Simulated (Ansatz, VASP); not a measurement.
# Te in VASP and in Ansatz

```
Te
1.0
     4.54308    0.00000    0.00000
    -2.27154    3.93442    0.00000
     0.00000    0.00000    5.92400
Te
3
Direct
  0.73100 0.73100 0.00000
  0.00000 0.26900 0.66667
  0.26900 0.00000 0.33333
```

Alike in both runs: task relaxation of the atoms; functional PBE; k mesh 6 × 6 × 4; occupations fermi-dirac, width 0.05 eV; no spin polarisation.

|  | VASP | Ansatz |
| --- | --- | --- |
| version | VASP 6.6.1 | Ansatz 0.2.0 |
| potentials or method | VASP PAW PBE potentials, release 64 (Te) | Ansatz PAW |
| plane-wave cutoff (eV) | 520 | 420 |
| valence electrons in the cell | 18 | 48 |

Ansatz gave:

| Item | Value |
| --- | --- |
| gap on the k mesh at the Fermi level, each at its own relaxed structure (eV) | 0.29 |

Task: Which values does VASP return?

Result: gap on the k mesh at the Fermi level, each at its own relaxed structure (eV): 0.27.

VASP's potentials hold 18 valence electrons a cell and Ansatz's 48, so a difference there can come from the potentials and not from the codes.

Neither program's run includes spin-orbit coupling.
